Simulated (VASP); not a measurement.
A run of VASP 6.6.1 is set up as follows.

The input POSCAR:

```
Ba
1.0
   -2.5065000000      2.5065000000      2.5065000000
    2.5065000000     -2.5065000000      2.5065000000
    2.5065000000      2.5065000000     -2.5065000000
Ba
1
Direct
    0.0000000000      0.0000000000      0.0000000000
```

Contents of INCAR.step1:

```
ALGO = Normal
EDIFF = 1E-5
ENCUT = 520
GGA = PE
ISIF = 2
ISMEAR = 1
ISPIN = 2
LASPH = T
LORBIT = 11
LREAL = F
LWAVE = T
MAGMOM = 0
NBANDS = 15
NELM = 150
PREC = Accurate
SIGMA = 0.1
```

INCAR.step2

```
AEXX = 0.25
ALGO = Normal
EDIFF = 1E-6
ENCUT = 520
GGA = PE
HFSCREEN = 0.3
ISIF = 2
ISMEAR = 1
ISPIN = 2
ISTART = 1
LASPH = T
LCHARG = T
LELF = T
LHFCALC = T
LORBIT = 11
LREAL = F
LVHAR = T
LWAVE = F
MAGMOM = 0
NBANDS = 15
NELM = 150
PREC = Accurate
PRECFOCK = Normal
SIGMA = 0.1
```

KPOINTS

```
k-points
0
Gamma
  5 5 5
```

Potentials or basis: VASP PAW PBE potentials, release 64 (Ba_sv).

Run with:

```bash
$ cat potpaw_PBE.64/Ba_sv/POTCAR > POTCAR
$ cp INCAR.step1 INCAR
$ mpirun -np 1 vasp_std > vasp.out
$ cp INCAR.step2 INCAR
$ mpirun -np 1 vasp_std > vasp.out
```

What does it give for the band gap on the k mesh?

Zero (filled and empty bands overlap).

What does it give for the pressure?

0.3 GPa.

What does it give for the net moment?

0.00 μB per cell.

Caveat: the PAW data sets were made with another functional, which shifts forces and pressure a little; spin-orbit coupling is left out, which moves the levels of the heavy elements.
